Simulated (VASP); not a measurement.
Write the native input for VASP 6.6.1 that does the following.

```
Task                   : single point
Functional             : PBEsol
Potentials or basis    : VASP PAW PBE potentials, release 64 (Al, Pt)
Cutoff                 : 520 eV
k mesh                 : 8 × 8 × 8
Occupations            : gaussian, width 0.1 eV
Spin                   : no spin polarisation
Dipole correction      : no
Further INCAR settings : ALGO = Fast; EDIFF = 1e-06; NBANDS = 36
```

The structure of AlPt lies in POSCAR:

```
AlPt
1.0
    4.8789320700      0.0000000000      0.0000000000
    0.0000000000      4.8789320700      0.0000000000
    0.0000000000      0.0000000000      4.8789320700
Al Pt
4 4
Direct
    0.8440321000      0.8440321000      0.8440321000
    0.6559679000      0.1559679000      0.3440321000
    0.3440321000      0.6559679000      0.1559679000
    0.1559679000      0.3440321000      0.6559679000
    0.1550630600      0.1550630600      0.1550630600
    0.3449369400      0.8449369400      0.6550630600
    0.6550630600      0.3449369400      0.8449369400
    0.8449369400      0.6550630600      0.3449369400
```

These files were run (other wordings do the same):

INCAR

```
ALGO     = Fast           # electronic algorithm
EDIFF    = 1E-6           # SCF threshold, eV
ENCUT    = 520            # plane-wave cutoff, eV
GGA      = PS             # functional
ISIF     = 2              # what is computed and relaxed
ISMEAR   = 0              # smearing method
LASPH    = True           # aspherical terms in the spheres
LCHARG   = False          # write CHGCAR
LREAL    = False          # projectors in reciprocal space
LWAVE    = False          # write WAVECAR
NBANDS   = 36             # bands
NELM     = 100            # most SCF steps
PREC     = Accurate       # precision mode
SIGMA    = 0.1            # smearing width, eV
```

KPOINTS

```
k-points
0
Gamma
  8 8 8
```

Potentials or basis: VASP PAW PBE potentials, release 64 (Al, Pt).

Command:

```sh
$ cat potpaw_PBE.64/Al/POTCAR potpaw_PBE.64/Pt/POTCAR > POTCAR
$ mpirun -np 1 vasp_std > vasp.out
```

Results of the run:

```json
{"Pressure": "-1.4 GPa", "Largest force": "0.055 eV/Å", "Band gap on the k mesh": "zero (band 26 reaches 10.74 eV, above the bottom of band 27 at 9.57 eV)"}
```

Caveat: the PAW data sets were made with another functional, which shifts forces and pressure a little; spin-orbit coupling is left out, which moves the levels of the heavy elements.

It took 2.3 min on 1 thread of Intel(R) Xeon(R) 6975P-C (Granite Rapids), with other jobs on the host, peak memory 0.29 GiB.
